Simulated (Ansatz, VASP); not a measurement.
Sn: VASP beside Ansatz

The input INCAR:

```
PREC = Accurate
ENCUT = 500
EDIFF = 1E-6
ISMEAR = 0
SIGMA = 0.05
LREAL = False
LASPH = True
NELM = 120
ALGO = Normal
ISIF = 2
LWAVE = False
LCHARG = True
GGA = PE
LELF = True
LVHAR = True
NBANDS = 13
GGA_COMPAT = False
```

The input KPOINTS:

```
Automatic mesh
0
Gamma
  8 8 8
```

The input POSCAR:

```
Sn
1.0
    0.0000000000      2.4124845469      2.4124845469
    2.4124845469      0.0000000000      2.4124845469
    2.4124845469      2.4124845469      0.0000000000
Sn
1
Direct
    0.0000000000      0.0000000000      0.0000000000
```

Input for Ansatz:

```yaml
crystal:
  lattice:
    - [0.0, 2.4124845469, 2.4124845469]
    - [2.4124845469, 0.0, 2.4124845469]
    - [2.4124845469, 2.4124845469, 0.0]
  atoms:
    - { symbol: Sn, position: [0.0, 0.0, 0.0] }
basis:
  ecutwfc: 600
  ecutrho_ratio: 5
kpoints:
  mp_grid: { grid: [8, 8, 8] }
hamiltonian:
  xc: pbe
scf:
  occupations: { method: gaussian, width: 0.05 }
output:
  forces: true
  stress: true
  eigenvalues: true
```

Alike in both runs: task single point; functional PBE; k mesh 8 × 8 × 8; occupations gaussian, width 0.05 eV; no spin polarisation.

|  | VASP | Ansatz |
| --- | --- | --- |
| version | VASP 6.6.1 | Ansatz 0.2.0 |
| potentials or method | VASP PAW PBE potentials, release 64 (Sn_d), cutoff 500 eV | scalar-relativistic, plane waves, PAW |
| valence electrons in the cell | 14 | 14 |

|  | VASP | Ansatz | Ansatz less VASP |
| --- | --- | --- | --- |
| gap on the k mesh at the Fermi level (eV) | none | none | - |
| pressure (GPa) | 0.0 | 0.0 | -0.06 |

A gap of «none» marks a metal or a gap that the smearing closes.
